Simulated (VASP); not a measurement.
Crystal: MgAu.

```
Mg Au
1.0
     3.25738    0.00000    0.00000
     0.00000    3.25738    0.00000
     0.00000    0.00000    3.25738
Mg Au
1 1
Direct
  0.50000 0.50000 0.50000
  0.00000 0.00000 0.00000
```

Base run:

```yaml
Program: VASP 6.6.1
Functional: PBEsol
Potentials_or_basis: VASP PAW PBE potentials, release 64 (Mg, Au)
Cutoff: 520 eV
k_mesh: 10 × 10 × 10
Occupations: fermi-dirac, width 0.1 eV
Spin: non-collinear spin, zero start, spin-orbit coupling
Starting_moments: "[[0.0, 0.0, 0.0], [0.0, 0.0, 0.0]] μB"
```

Its results: pressure -0.8 GPa.

**Question.** The run is repeated on the same cell with these changes: spin from non-collinear spin, zero start, spin-orbit coupling to no spin polarisation; further incar settings from ALGO = Normal; EDIFF = 1e-07; NBANDS = 25 to ALGO = Normal; EDIFF = 1e-06; NBANDS = 14. What comes out?

**Answer.** Pressure -0.2 GPa.

Caveats: the PAW data sets were made with another functional, which shifts forces and pressure a little.
